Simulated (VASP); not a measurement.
# Hf5F (P6/mmm) in VASP: a series of runs, part 2 of 3

VASP 6.6.1. The steps go on from the part before.

## Step 3: Single point, PBE

This run uses another cell than the first one, of 21.10 Å³/atom.

The input, INCAR:

```
SYSTEM = Hf5F
PREC     = Accurate       ! precision mode
ENCUT    = 520            ! plane-wave cutoff, eV
EDIFF    = 1E-6           ! SCF threshold, eV
ISMEAR   = 0              ! smearing method
SIGMA    = 0.1            ! smearing width, eV
LREAL    = .FALSE.        ! projectors in reciprocal space
LASPH    = .TRUE.         ! aspherical terms in the spheres
NELM     = 80             ! most SCF steps
ALGO     = Normal         ! electronic algorithm
ISIF     = 2              ! what is computed and relaxed
LWAVE    = .FALSE.        ! write WAVECAR
LCHARG   = .FALSE.        ! write CHGCAR
GGA      = PE             ! functional
NBANDS   = 38             ! bands
```

The input, KPOINTS:

```
Automatic mesh
0
G
  6 6 4
  0 0 0
```

The input, POSCAR:

```
Hf5F
1.0
    5.0913320742      0.0000000000      0.0000000000
   -2.5456660371      4.4092229153      0.0000000000
    0.0000000000      0.0000000000      5.6397335392
Hf F
5 1
Direct
    0.3333333333      0.6666666667      0.7577970507
    0.3333333333      0.6666666667      0.2422029493
    0.6666666667      0.3333333333      0.2422029493
    0.6666666667      0.3333333333      0.7577970507
    0.0000000000      0.0000000000      0.0000000000
    0.0000000000      0.0000000000      0.5000000000
```

Potentials or basis: VASP PAW PBE potentials, release 64 (Hf_pv, F).

Started as:

```bash
cat potpaw_PBE.64/Hf_pv/POTCAR potpaw_PBE.64/F/POTCAR > POTCAR
mpirun -np 1 vasp_std > vasp.out
```

OUTCAR:

```text
SYSTEM = Hf5F
   PREC = Accurate
   ENCUT = 520
   EDIFF = 1E-6
   ISMEAR = 0
   LREAL = .FALSE.
   LASPH = .TRUE.
   NELM = 80
   ISIF = 2
   GGA = PE

 ion  position               nearest neighbor table
   1  0.333  0.667  0.758-   2 2.73   2 2.91   4 2.94   4 2.94   4 2.94   5 3.24   5 3.24   5 3.24

   2  0.333  0.667  0.242-   1 2.73   1 2.91   3 2.94   3 2.94   3 2.94   5 3.24   5 3.24   5 3.24

   3  0.667  0.333  0.242-   4 2.73   4 2.91   2 2.94   2 2.94   2 2.94   5 3.24   5 3.24   5 3.24

   4  0.667  0.333  0.758-   3 2.73   3 2.91   1 2.94   1 2.94   1 2.94   5 3.24   5 3.24   5 3.24

   5  0.000  0.000  0.000-   6 2.82   6 2.82   3 3.24   4 3.24   1 3.24   2 3.24   1 3.24   2 3.24
                             3 3.24   4 3.24   3 3.24   4 3.24   1 3.24   2 3.24
   6  0.000  0.000  0.500-   5 2.82   5 2.82

  LATTYP: Found a hexagonal cell.
 ALAT       =     5.0913320742
 C/A-ratio  =     1.1077127669

  Lattice vectors:

 A1 = (   5.0913320742,   0.0000000000,   0.0000000000)
 A2 = (  -2.5456660371,   4.4092229153,   0.0000000000)
 A3 = (   0.0000000000,   0.0000000000,   5.6397335392)

[... 180 lines left out ...]

 val. band max:        4.0456030297   @ k =   0.1667   0.1667   0.5000
 cond. band min:       4.0595869671   @ k =   0.5000   0.0000   0.2500
 fundamental gap:      0.0139839374
 Fermi energy:         4.0562376366

 k-point     1 :       0.0000    0.0000    0.0000
  band No.  band energies     occupation
      1     -26.8761      2.00000
      2     -26.7408      2.00000
      3     -26.7002      2.00000
      4     -26.5880      2.00000
      5     -26.5880      2.00000
      6     -26.5325      2.00000
[... 850 lines left out ...]
     37       6.9187      0.00000
     38       6.9841      0.00000

------------------------ aborting loop because EDIFF is reached ----------------------------------------

  FORCE on cell =-STRESS in cart. coord.  units (eV):
  Direction    XX          YY          ZZ          XY          YZ          ZX
  --------------------------------------------------------------------------------------
  -------------------------------------------------------------------------------------
  Total       -0.1674554     -0.1674554     -0.2085608      0.0000000      0.0000000      0.0000000
  in kB       -2.1191304     -2.1191304     -2.6393153      0.0000000      0.0000000      0.0000000
  external PRESSURE =      -2.2925253 kB  Pullay stress =       0.0000000 kB

 VOLUME and BASIS-vectors are now :
 -----------------------------------------------------------------------------
  energy-cutoff  :      520.00
  volume of cell :      126.61
      direct lattice vectors                 reciprocal lattice vectors
     5.091332074  0.000000000  0.000000000     0.196412252  0.113398667  0.000000000
    -2.545666037  4.409222915  0.000000000     0.000000000  0.226797334  0.000000000
     0.000000000  0.000000000  5.639733539     0.000000000  0.000000000  0.177313342

 POSITION                                       TOTAL-FORCE (eV/Angst)
 -----------------------------------------------------------------------------------
     -0.00000      2.93948      4.27377        -0.000000     -0.000000      0.004976
     -0.00000      2.93948      1.36596         0.000000      0.000000     -0.004976
      2.54567      1.46974      1.36596        -0.000000     -0.000000     -0.004976
      2.54567      1.46974      4.27377        -0.000000     -0.000000      0.004976
      0.00000      0.00000      0.00000        -0.000000      0.000000     -0.000000
      0.00000      0.00000      2.81987        -0.000000      0.000000     -0.000000
 -----------------------------------------------------------------------------------
    total drift:                                0.000000     -0.000000     -0.000000

  FREE ENERGIE OF THE ION-ELECTRON SYSTEM (eV)
  ---------------------------------------------------
  free  energy   TOTEN  =       -49.8846883124 eV

  energy  without entropy=      -49.8480116971  energy(sigma->0) =      -49.86635000
```

OSZICAR:

```text
N       E                     dE             d eps       ncg     rms          rms(c)
DAV:   1     0.273083224304E+03    0.27308E+03   -0.31171E+04  1604   0.142E+03
DAV:   2    -0.328851777709E+02   -0.30597E+03   -0.29621E+03  1832   0.363E+02
DAV:   3    -0.517639989418E+02   -0.18879E+02   -0.18111E+02  2128   0.587E+01
DAV:   4    -0.522658053663E+02   -0.50181E+00   -0.49710E+00  2000   0.969E+00
DAV:   5    -0.522756801753E+02   -0.98748E-02   -0.98613E-02  2030   0.122E+00    0.785E+01
DAV:   6    -0.503327764903E+02    0.19429E+01   -0.54709E+00  1794   0.116E+01    0.461E+01
DAV:   7    -0.505116317288E+02   -0.17886E+00   -0.63372E+00  2018   0.131E+01    0.859E+00
DAV:   8    -0.498847610233E+02    0.62687E+00   -0.17201E+00  2074   0.593E+00    0.248E+00
DAV:   9    -0.498904158140E+02   -0.56548E-02   -0.19283E-01  1896   0.180E+00    0.142E+00
DAV:  10    -0.498855861204E+02    0.48297E-02   -0.30372E-02  2052   0.864E-01    0.625E-01
DAV:  11    -0.498855624318E+02    0.23689E-04   -0.12421E-02  1780   0.567E-01    0.397E-01
DAV:  12    -0.498846880090E+02    0.87442E-03   -0.28814E-03  2006   0.278E-01    0.169E-01
DAV:  13    -0.498846876892E+02    0.31984E-06   -0.48288E-04  1790   0.960E-02    0.120E-01
DAV:  14    -0.498846873949E+02    0.29435E-06   -0.32374E-05  2016   0.300E-02    0.251E-02
DAV:  15    -0.498846883124E+02   -0.91757E-06   -0.66585E-06  1664   0.116E-02
   1 F= -.49884688E+02 E0= -.49866350E+02  d E =-.366766E-01
```

Run time: 65 s. Hardware: 1 thread of Intel Xeon 6975P-C (Granite Rapids), shared host; peak memory 0.27 GiB.

Results:

| Property | Result |
| --- | --- |
| Free energy | -49.8847 eV |
| Pressure | -0.2 GPa |
| Largest force | 0.005 eV/Å |
| Band gap on the k mesh | zero (an odd number of electrons rules out a gap without spin polarisation) |

Forces on the atoms (eV/Å):
```
Hf   0.000  0.000  0.005
Hf   0.000  0.000 -0.005
Hf   0.000  0.000 -0.005
Hf   0.000  0.000  0.005
Hf   0.000  0.000  0.000
F    0.000  0.000  0.000
```

Levels at points of the mesh, in eV from the Fermi level:
```
           k point  band 25  band 26  band 27  band 28  band 29  band 30  band 31  band 32  band 33  band 34
(0.00, 0.00, 0.00)    -1.19    -0.39    -0.39    -0.05    -0.05     0.08     0.18     0.18     1.83     1.83
(0.50, 0.00, 0.00)    -1.49    -0.69    -0.34    -0.28    -0.06     0.04     0.15     0.16     2.22     2.23
(0.00, 0.00, 0.50)    -0.14    -0.12    -0.12    -0.10    -0.10     0.34     0.40     1.89     1.89     1.95
(0.50, 0.00, 0.50)    -1.07    -0.47    -0.36     0.06     0.15     0.43     0.75     0.91     1.69     1.89
```

Caveat: spin-orbit coupling is left out, which moves the levels of the heavy elements; an odd number of electrons without spin polarisation forces a metal; a magnetic or distorted state may lie lower.

## Step 4: Relaxation of cell and atoms, PBE

The input, INCAR:

```
  PREC = Accurate
  ENCUT = 600
  EDIFF = 1E-7
  ISMEAR = 0
  SIGMA = 0.1
  LREAL = False
  LASPH = True
  NELM = 60
  ALGO = Normal
  ISIF = 3
  LWAVE = False
  LCHARG = False
  GGA = PE
  IBRION = 2
  NSW = 90
  EDIFFG = -0.04
```

The input, KPOINTS:

```
regular mesh
0
Gamma
  6 6 4
```

The input, POSCAR:

```
Hf5F
1.0
    4.5351686600      0.0000000000      0.0000000000
   -2.2675843300      3.9275712700      0.0000000000
    0.0000000000      0.0000000000      6.8343748600
Hf F
5 1
Direct
    0.3333333300      0.6666666700      0.6932971100
    0.3333333300      0.6666666700      0.3067028900
    0.6666666700      0.3333333300      0.3067028900
    0.6666666700      0.3333333300      0.6932971100
    0.0000000000      0.0000000000      0.0000000000
    0.0000000000      0.0000000000      0.5000000000
```

Potentials or basis: VASP PAW PBE potentials, release 64 (Hf_pv, F).

Started as:

```bash
cat potpaw_PBE.64/Hf_pv/POTCAR potpaw_PBE.64/F/POTCAR > POTCAR
mpirun -np 1 vasp_std > vasp.out
```

OUTCAR:

```text
PREC = Accurate
   ENCUT = 600
   EDIFF = 1E-7
   ISMEAR = 0
   LREAL = False
   LASPH = True
   NELM = 60
   ISIF = 3
   GGA = PE
   IBRION = 2
   NSW = 90
   EDIFFG = -0.04

 ion  position               nearest neighbor table
   1  0.333  0.667  0.693-   4 2.62   4 2.62   4 2.62   2 2.64   5 3.35   5 3.35   5 3.35   3 3.72
                             3 3.72   3 3.72
   2  0.333  0.667  0.307-   3 2.62   3 2.62   3 2.62   1 2.64   5 3.35   5 3.35   5 3.35   4 3.72
                             4 3.72   4 3.72
   3  0.667  0.333  0.307-   2 2.62   2 2.62   2 2.62   4 2.64   5 3.35   5 3.35   5 3.35   1 3.72
                             1 3.72   1 3.72
   4  0.667  0.333  0.693-   1 2.62   1 2.62   1 2.62   3 2.64   5 3.35   5 3.35   5 3.35   2 3.72
                             2 3.72   2 3.72
   5  0.000  0.000  0.000-   1 3.35   2 3.35   3 3.35   4 3.35   1 3.35   2 3.35   3 3.35   4 3.35
                             3 3.35   4 3.35   1 3.35   2 3.35
   6  0.000  0.000  0.500-

  LATTYP: Found a hexagonal cell.
 ALAT       =     4.5351686600
 C/A-ratio  =     1.5069725896

  Lattice vectors:

 A1 = (   4.5351686600,   0.0000000000,   0.0000000000)
 A2 = (  -2.2675843300,   3.9275712700,   0.0000000000)
 A3 = (   0.0000000000,   0.0000000000,   6.8343748600)

Analysis of symmetry for initial positions (statically):
=====================================================================
 Subroutine PRICEL returns:
 Original cell was already a primitive cell.

 Routine SETGRP: Setting up the symmetry group for a
 hexagonal supercell.

 Subroutine GETGRP returns: Found 24 space group operations
 (whereof 24 operations were pure point group operations)
 out of a pool of 24 trial point group operations.

The static configuration has the point symmetry D_6h.

Analysis of symmetry for dynamics (positions and initial velocities):
=====================================================================
 Subroutine PRICEL returns:
 Original cell was already a primitive cell.

[... 150 lines left out ...]
--------------------------------------- Ionic step        1  -------------------------------------------

 number of electron      56.9999999 magnetization

 Free energy of the ion-electron system (eV)
  ---------------------------------------------------
  ext. energy  EPLUGINS =         0.00000000
  ---------------------------------------------------
  free energy    TOTEN  =       -45.43005487 eV

  energy without entropy =      -45.37452210  energy(sigma->0) =      -45.40228849

------------------------ aborting loop because EDIFF is reached ----------------------------------------

  FORCE on cell =-STRESS in cart. coord.  units (eV):
  Direction    XX          YY          ZZ          XY          YZ          ZX
  --------------------------------------------------------------------------------------
  -------------------------------------------------------------------------------------
  Total       10.9843078     10.9843078      4.5805538      0.0000000     -0.0000000      0.0000000
  in kB      144.5662658    144.5662658     60.2854153      0.0000000     -0.0000000      0.0000000
  external PRESSURE =     116.4726490 kB  Pullay stress =       0.0000000 kB
[... 67 lines left out ...]
--------------------------------------- Ionic step        3  -------------------------------------------

 number of electron      57.0000011 magnetization

 E-fermi :   3.1643     XC(G=0): -10.3226

 val. band max:        3.1634035163   @ k =   0.3333  -0.0000   0.2500
 cond. band min:       3.1715673796   @ k =   0.5000   0.0000   0.2500
 fundamental gap:      0.0081638632
 Fermi energy:         3.1643160497

 k-point     1 :       0.0000    0.0000    0.0000
  band No.  band energies     occupation
      1     -28.0234      2.00000
      2     -28.0234      2.00000
      3     -27.9411      2.00000
      4     -27.9086      2.00000
      5     -27.9086      2.00000
      6     -27.8665      2.00000
[... 799 lines left out ...]
  FREE ENERGIE OF THE ION-ELECTRON SYSTEM (eV)
  ---------------------------------------------------
  free  energy   TOTEN  =       -47.1176714370 eV

  energy  without entropy=      -47.0439624269  energy(sigma->0) =      -47.08081693

[... ionic steps 4 to 12 ...]

--------------------------------------- Ionic step       13  -------------------------------------------

 number of electron      57.0000001 magnetization

------------------------ aborting loop because EDIFF is reached ----------------------------------------
[... 75 lines left out ...]
--------------------------------------- Ionic step       15  -------------------------------------------

 number of electron      57.0000003 magnetization

 Free energy of the ion-electron system (eV)
  ---------------------------------------------------
  ext. energy  EPLUGINS =         0.00000000
  ---------------------------------------------------
  free energy    TOTEN  =       -49.88213548 eV

  energy without entropy =      -49.84530695  energy(sigma->0) =      -49.86372121

 E-fermi :   4.0766     XC(G=0): -10.9403

 val. band max:        4.0634873211   @ k =   0.1667   0.1667   0.5000
 cond. band min:       4.0804821520   @ k =   0.5000   0.0000   0.2500
 fundamental gap:      0.0169948309
 Fermi energy:         4.0765511462

 k-point     1 :       0.0000    0.0000    0.0000
  band No.  band energies     occupation
      1     -26.8587      2.00000
      2     -26.7154      2.00000
      3     -26.6815      2.00000
      4     -26.5622      2.00000
      5     -26.5622      2.00000
      6     -26.5074      2.00000
[... 799 lines left out ...]
  FREE ENERGIE OF THE ION-ELECTRON SYSTEM (eV)
  ---------------------------------------------------
  free  energy   TOTEN  =       -49.8821354808 eV

  energy  without entropy=      -49.8453069459  energy(sigma->0) =      -49.86372121

 reached required accuracy - stopping structural energy minimisation
```

OSZICAR:

```text
N       E                     dE             d eps       ncg     rms          rms(c)
DAV:   1     0.304779918303E+03    0.30478E+03   -0.34571E+04  1444   0.178E+03
DAV:   2    -0.259044537178E+02   -0.33068E+03   -0.32558E+03  1678   0.418E+02
DAV:   3    -0.469756690400E+02   -0.21071E+02   -0.20561E+02  1920   0.663E+01
[... 224 lines left out ...]
DAV:   6    -0.498821375539E+02    0.16349E-04   -0.72670E-05  1810   0.478E-02    0.362E-02
DAV:   7    -0.498821360734E+02    0.14805E-05   -0.10246E-05  1690   0.143E-02    0.136E-02
DAV:   8    -0.498821356678E+02    0.40557E-06   -0.74683E-07  1484   0.420E-03    0.669E-03
DAV:   9    -0.498821354795E+02    0.18834E-06   -0.46961E-07  1242   0.387E-03    0.139E-03
DAV:  10    -0.498821354808E+02   -0.13470E-08   -0.49639E-08   760   0.129E-03
  15 F= -.49882135E+02 E0= -.49863721E+02  d E =-.197450E-02
```

CONTCAR:

```text
Hf5F
   1.00000000000000
     5.0884563504741651   -0.0000000000000000    0.0000000000000000
    -2.5442281752370826    4.4067324655492941    0.0000000000000000
    -0.0000000000000000   -0.0000000000000000    5.6290834935362373
  Hf              F
     5     1
Direct
     0.3333333300000021    0.6666666699999979    0.7577237688561219
     0.3333333300000021    0.6666666699999979    0.2422762311438779
     0.6666666699999979    0.3333333300000021    0.2422762311438779
     0.6666666699999979    0.3333333300000021    0.7577237688561220
     0.0000000000000000    0.0000000000000000    0.0000000000000000
     0.0000000000000000    0.0000000000000000    0.5000000000000000

  0.00000000E+00  0.00000000E+00  0.00000000E+00
  0.00000000E+00  0.00000000E+00  0.00000000E+00
  0.00000000E+00  0.00000000E+00  0.00000000E+00
  0.00000000E+00  0.00000000E+00  0.00000000E+00
  0.00000000E+00  0.00000000E+00  0.00000000E+00
  0.00000000E+00  0.00000000E+00  0.00000000E+00
```

It took 13 min on 1 thread of Intel Xeon 6975P-C (Granite Rapids), shared host; peak memory 0.32 GiB.

Results:

```
Free energy                           : -49.8821 eV
Relaxed volume                        : 21.04 Å³/atom
Relaxed cell                          : a = 5.088 Å, b = 5.088 Å, c = 5.629 Å, α = 90.00°, β = 90.00°, γ = 120.00°
Space group after relaxing (to 0.1 Å) : P6/mmm (No. 191)
Energy gained by relaxing             : 742.0 meV/atom
Ionic steps                           : 15
Pressure after relaxing               : 0.0 GPa
Band gap on the k mesh                : zero (an odd number of electrons rules out a gap without spin polarisation)
```

Step by step:
```csv
step,energy change (eV),largest force (eV/Å),pressure (GPa),volume (Å³)
1,0.0000,3.4365,11.65,121.74
2,-1.6545,1.0927,-7.71,149.50
3,-1.6876,1.2856,-5.83,145.03
4,-2.9248,1.3244,-4.40,136.12
5,-1.3341,7.0303,27.53,108.07
6,-3.0726,1.9424,-1.98,131.26
7,-4.2206,1.0816,4.22,119.84
8,-4.1091,0.2930,9.96,114.95
9,-4.2500,0.7312,5.92,118.12
10,-3.5514,3.5554,3.30,128.09
11,-4.3823,0.2446,4.04,121.17
12,-4.3768,0.4310,-3.46,131.35
13,-4.4501,0.1301,0.09,125.99
14,-4.4501,0.1236,0.16,125.90
15,-4.4521,0.0013,0.00,126.22
```

Final structure:
```xyz
6
Lattice="5.0885 0.0000 0.0000 -2.5442 4.4067 0.0000 0.0000 0.0000 5.6291" Properties=species:S:1:pos:R:3 pbc="T T T"
Hf    0.0000    2.9378    4.2653
Hf    0.0000    2.9378    1.3638
Hf    2.5442    1.4689    1.3638
Hf    2.5442    1.4689    4.2653
Hf    0.0000    0.0000    0.0000
F     0.0000    0.0000    2.8145
```

Caveat: a cell axis changed by over 15 % at a fixed basis, so the end point is rough; spin-orbit coupling is left out, which moves the levels of the heavy elements; an odd number of electrons without spin polarisation forces a metal; a magnetic or distorted state may lie lower.

(Continued in part 3 of 3.)
